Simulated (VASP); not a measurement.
# SiC (F-43m) in VASP: a series of runs, part 3 of 3

VASP 6.6.1.

## (4) G0W0 quasiparticle levels, PBE

POSCAR reads:

```
SiC
1.0
    0.0000000000      2.1790000000      2.1790000000
    2.1790000000      0.0000000000      2.1790000000
    2.1790000000      2.1790000000      0.0000000000
Si C
1 1
Direct
    0.0000000000      0.0000000000      0.0000000000
    0.2500000000      0.2500000000      0.2500000000
```

INCAR.step1 reads:

```
SYSTEM = SiC
PREC = Accurate
ENCUT = 500
EDIFF = 1E-8
ISMEAR = 0
SIGMA = 0.01
LREAL = .FALSE.
LASPH = .TRUE.
NELM = 100
ALGO = Normal
LWAVE = .TRUE.
LCHARG = .FALSE.
GGA = PE
```

INCAR.step2 reads:

```
SYSTEM = SiC
PREC = Accurate
ENCUT = 500
EDIFF = 1E-8
ISMEAR = 0
SIGMA = 0.01
LREAL = .FALSE.
LASPH = .TRUE.
NELM = 1
ALGO = Exact
LWAVE = .TRUE.
LCHARG = .FALSE.
GGA = PE
NBANDS = 809
LOPTICS = .TRUE.
ISTART = 1
```

INCAR.step3 reads:

```
SYSTEM = SiC
PREC = Accurate
ENCUT = 500
EDIFF = 1E-8
ISMEAR = 0
SIGMA = 0.01
LREAL = .FALSE.
LASPH = .TRUE.
ALGO = EVGW0
LWAVE = .FALSE.
LCHARG = .FALSE.
GGA = PE
NELMGW = 1
NBANDS = 809
ENCUTGW = 200
NOMEGA = 48
PRECFOCK = Fast
ISTART = 1
NBANDSGW = 12
```

KPOINTS reads:

```
regular mesh
0
G
  2 2 2
  0 0 0
```

Potentials or basis: VASP PAW PBE potentials, release 64 (Si_GW, C_GW).

Command:

```
cat potpaw_PBE.64/Si_GW/POTCAR potpaw_PBE.64/C_GW/POTCAR > POTCAR
cp INCAR.step1 INCAR
mpirun -np 1 vasp_std > vasp.out
cp INCAR.step2 INCAR
mpirun -np 1 vasp_std > vasp.out
cp INCAR.step3 INCAR
mpirun -np 1 vasp_std > vasp.out
```

OUTCAR:

```text
SYSTEM = SiC
   PREC = Accurate
   ENCUT = 500
   EDIFF = 1E-8
   ISMEAR = 0
   LREAL = .FALSE.
   LASPH = .TRUE.
   GGA = PE
   NELMGW = 1
   ENCUTGW = 200
   PRECFOCK = Fast
   ISTART = 1

 ion  position               nearest neighbor table
   1  0.000  0.000  0.000-   2 1.89   2 1.89   2 1.89   2 1.89
   2  0.250  0.250  0.250-   1 1.89   1 1.89   1 1.89   1 1.89

  LATTYP: Found a face centered cubic cell.
 ALAT       =     4.3580000000

  Lattice vectors:

 A1 = (   0.0000000000,   2.1790000000,   2.1790000000)
 A2 = (   2.1790000000,   0.0000000000,   2.1790000000)
 A3 = (   2.1790000000,   2.1790000000,   0.0000000000)

Analysis of symmetry for initial positions (statically):
=====================================================================
 Subroutine PRICEL returns:
 Original cell was already a primitive cell.

 Routine SETGRP: Setting up the symmetry group for a
 face centered cubic supercell.

 Subroutine GETGRP returns: Found 24 space group operations
 (whereof 24 operations were pure point group operations)
 out of a pool of 48 trial point group operations.

The static configuration has the point symmetry T_d .

Analysis of symmetry for dynamics (positions and initial velocities):
=====================================================================
 Subroutine PRICEL returns:
 Original cell was already a primitive cell.

 Routine SETGRP: Setting up the symmetry group for a
 face centered cubic supercell.

 Subroutine GETGRP returns: Found 24 space group operations
 (whereof 24 operations were pure point group operations)
 out of a pool of 48 trial point group operations.

The dynamic configuration has the point symmetry T_d .

 Subroutine INISYM returns: Found 24 space group operations
 (whereof 24 operations are pure point group operations),
 and found     1 'primitive' translations

----------------------------------------------------------------------------------------

                                     Primitive cell

  volume of cell :      20.6920

  direct lattice vectors                    reciprocal lattice vectors
     0.000000000  2.179000000  2.179000000    -0.229463056  0.229463056  0.229463056
     2.179000000  0.000000000  2.179000000     0.229463056 -0.229463056  0.229463056
     2.179000000  2.179000000  0.000000000     0.229463056  0.229463056 -0.229463056

  length of vectors
     3.081571352  3.081571352  3.081571352     0.397441672  0.397441672  0.397441672

  position of ions in fractional coordinates (direct lattice)
     0.000000000  0.000000000  0.000000000
     0.250000000  0.250000000  0.250000000

  ion indices of the primitive-cell ions
   primitive index   ion index
                 1           1
                 2           2

----------------------------------------------------------------------------------------

 KPOINTS: regular mesh

Automatic generation of k-mesh.
 Grid dimensions read from file:
 generate k-points for:    2    2    2

 Generating k-lattice:

  Cartesian coordinates                     Fractional coordinates (reciprocal lattice)
    -0.114731528  0.114731528  0.114731528     0.500000000  0.000000000  0.000000000
     0.114731528 -0.114731528  0.114731528     0.000000000  0.500000000  0.000000000
     0.114731528  0.114731528 -0.114731528     0.000000000  0.000000000  0.500000000

  Length of vectors
     0.198720836  0.198720836  0.198720836

  Shift w.r.t. Gamma in fractional coordinates (k-lattice)
     0.000000000  0.000000000  0.000000000

 Subroutine IBZKPT returns following result:
 ===========================================

 Found      3 irreducible k-points:

 Following reciprocal coordinates:
            Coordinates               Weight
  0.000000  0.000000  0.000000      1.000000
  0.500000  0.000000  0.000000      4.000000
  0.500000  0.500000  0.000000      3.000000
   k-points           NKPTS =      3   k-points in BZ     NKDIM =      8   number of bands    NBANDS=    809
   number of dos      NEDOS =    301   number of ions     NIONS =      2
   total plane-waves  NPLWV =  13824
   dimension x,y,z NGX =    24 NGY =   24 NGZ =   24
   dimension x,y,z NGXF=    48 NGYF=   48 NGZF=   48
   ions per type =               1   1
   NGX,Y,Z   is equivalent  to a cutoff of  12.95, 12.95, 12.95 a.u.
   NGXF,Y,Z  is equivalent  to a cutoff of  25.90, 25.90, 25.90 a.u.
 SYSTEM =  SiC
   PREC   = accura    normal or accurate (medium, high low for compatibility)
   ISTART =      1    job   : 0-new  1-cont  2-samecut
   ICHARG =      0    charge: 1-file 2-atom 10-const
   ISPIN  =      1    spin polarized calculation?
   LNONCOLLINEAR =      F non collinear calculations
   LSORBIT =      F    spin-orbit coupling
   LASPH  =      T    aspherical Exc in radial PAW
   ENCUT  =  500.0 eV  36.75 Ry    6.06 a.u.   5.62  5.62  5.62*2*pi/ulx,y,z
   NELM   =     60;   NELMIN=  2; NELMDL=  0     # of ELM steps
   EDIFF  = 0.1E-07   stopping-criterion for ELM
   LREAL  =      F    real-space projection
   EDIFFG = 0.1E-06   stopping-criterion for IOM
   NSW    =      0    number of steps for IOM
   IBRION =     -1    ionic relax: 0-MD 1-quasi-New 2-CG
   NFREE  =      0    steps in history (QN), initial steepest desc. (CG)
   ISIF   =      0    stress and relaxation
   ISYM   =      3    0-nonsym 1-usesym 2-fastsym
   POTIM  = 0.5000    time-step for ionic-motion
   TEBEG  =    0.0;   TEEND  =   0.0 temperature during run
   PSTRESS=    0.0 pullay stress
   NELECT =       8.0000    total number of electrons
   NUPDOWN=      -1.0000    fix difference up-down
   EMIN   =  10.00;   EMAX   =-10.00  energy-range for DOS
   EFERMI =   0.00;   METHOD = LEGACY
   ISMEAR =     0;   SIGMA  =   0.01  broadening in eV -4-tet -1-fermi 0-gaus
   EFERMI_NEDOS =   21; number of points for ismear=-14 and -15
   IALGO  =     38    algorithm
   IMIX   =      4    mixing-type and parameters
     AMIX     =   0.40;   BMIX     =  1.00
     AMIX_MAG =   1.60;   BMIX_MAG =  1.00
  volume/ion in A,a.u.               =      10.35        69.82
  Fermi-wavevector in a.u.,A,eV,Ry     =   1.192626  2.253736 19.352338  1.422357
  Thomas-Fermi vector in A             =   2.328660
   LORBIT       =      0    0 simple, 1 ext, 2 COOP (PROOUT), +10 PAW based schemes
   GGA     = PE    functional components
   LHFCALC =     T    Hartree Fock is set to
   PRECFOCK=fast      Normal, Fast or Accurate (Low or Medium for compatibility)
   ENCUT4O =  -1.0   cutoff for four orbital integrals eV
   NKREDX  =     1    reduce k-point grid by
   NKREDY  =     1    reduce k-point grid by
   NKREDZ  =     1    reduce k-point grid by
   AEXX    =    1.0000 exact exchange contribution
   HFSCREEN=    0.0000 screening length (either q_TF or 0.3 A-1)
   HFSCREENC=   0.0000 screening length for correlation (either q_TF or 0.3 A-1)
   ENCUTFOCK=  -1.0 apply spherical cutoff to Coloumb kernel
   IVDW    =     0    specifies the selected vdW correction
   LEPSILON=     F    determine dielectric tensor
   LRPA    =     F    only Hartree local field effects (RPA)
   LRPAFORCE           =     F    calculate RPA forces
   ENCUTGW             = 200.0    cutoff for response function in eV
   ENCUTGWSOFT         = 160.0    soft cutoff for Coulomb kernel in GW response function in eV
   ENCUTLF             =  -1.0    cutoff for local field effects
   NELMGW              =     1    number of iterations in solving QP/BSE equation
   NELMHF              =     1    number of iterations in the inner HF iteration
   NKREDLFX            =     1    NKREDLFY  =   1   NKREDLFZ  =   1
 non-spin polarized calculation
 Gauss-broadening in eV      SIGMA  =   0.01
  energy-cutoff  :      500.00
  volume of cell :       20.69
 maximum number of plane-waves:       544
 NGX is ok and might be reduce to    24
  NGX = 14; NGY = 14; NGZ = 14
   NGX = 11   NGY = 11   NGZ = 11
 maximum number of plane-waves:       138

 QP shifts <psi_nk| G(iteration)W_0 |psi_nk>: iteration 1
 for sc-GW calculations column KS-energies equals QP-energies in previous step
 and V_xc(KS)=  KS-energies - (<T + V_ion + V_H > + <T+V_H+V_ion>^1  + <V_x>^1)

 k-point   1 :       0.0000    0.0000    0.0000
  band No.  KS-energies  QP-energies   sigma(KS)   V_xc(KS)     V^pw_x(r,r')   Z            occupation Imag(sigma)

      1      -7.3380      -8.7659     -14.7014     -12.6184     -21.3543       0.6855       2.0000       0.9770
      2       8.3135       7.4783     -15.8995     -14.8289     -18.8161       0.7801       2.0000       0.1291
      3       8.3135       7.4783     -15.8995     -14.8289     -18.8161       0.7801       2.0000       0.1291
      4       8.3135       7.4783     -15.8995     -14.8289     -18.8161       0.7801       2.0000       0.1291
      5      14.4716      14.6489     -12.8380     -13.0634      -6.3706       0.7870       0.0000      -0.1857
      6      15.1513      15.3721     -11.1586     -11.4411      -5.0772       0.7814       0.0000      -0.1253
      7      15.1513      15.3721     -11.1586     -11.4411      -5.0772       0.7814       0.0000      -0.1253
      8      15.1513      15.3721     -11.1586     -11.4411      -5.0772       0.7814       0.0000      -0.1253
      9      22.3472      22.6779     -10.9793     -11.3701      -4.3303       0.8461       0.0000      -0.1654
     10      22.3472      22.6779     -10.9793     -11.3701      -4.3303       0.8461       0.0000      -0.1654
     11      24.3769      24.1840      -9.7434      -9.5153      -2.5991       0.8458       0.0000      -0.6490
     12      25.1518      25.0448     -10.1621     -10.0281      -2.7489       0.7980       0.0000      -0.6932

 k-point   2 :       0.5000    0.0000    0.0000
  band No.  KS-energies  QP-energies   sigma(KS)   V_xc(KS)     V^pw_x(r,r')   Z            occupation Imag(sigma)
[... 17 lines left out ...]
      1      -2.1456      -3.5921     -16.0022     -14.2374     -21.5509       0.8197       2.0000       1.0829
      2       0.2166      -0.9209     -13.8997     -12.4200     -18.0020       0.7687       2.0000       0.2213
      3       4.9554       3.9391     -14.7513     -13.4480     -18.0643       0.7798       2.0000       0.1309
      4       4.9554       3.9391     -14.7513     -13.4480     -18.0643       0.7798       2.0000       0.1309
      5       9.2508       9.0550     -10.5312     -10.2857      -5.0882       0.7978       0.0000      -0.0832
      6      12.2235      12.1755     -10.6810     -10.6224      -5.0161       0.8188       0.0000      -0.0943
      7      22.1307      22.4743     -12.3692     -12.8135      -4.7278       0.7735       0.0000      -0.5060
      8      22.1307      22.4743     -12.3692     -12.8135      -4.7278       0.7735       0.0000      -0.5060
      9      23.1815      23.7437     -13.4390     -14.1375      -6.0009       0.8049       0.0000      -0.4892
     10      27.8744      28.2079     -10.6685     -11.0979      -2.8467       0.7765       0.0000      -0.7796
     11      30.1164      30.6076     -12.1651     -12.7827      -4.6705       0.7953       0.0000      -0.4890
     12      30.1164      30.6076     -12.1651     -12.7827      -4.6705       0.7953       0.0000      -0.4890
```

Wall time 28 s (1 thread of Intel Xeon 6975P-C (Granite Rapids), shared host); peak memory 0.21 GiB.

What came out:

* Quasiparticle gap: 1.58 eV
* Least direct quasiparticle gap: 5.12 eV
* Band gap of the starting levels on the mesh: 0.94 eV
* Least direct gap of the starting levels on the mesh: 4.30 eV

Caveat: the k points lie up to 1.25 Å⁻¹ apart, too coarse for converged energies, forces and pressures; bands, screening cutoff and mesh are small and nothing is extrapolated, so the quasiparticle values aren't converged.
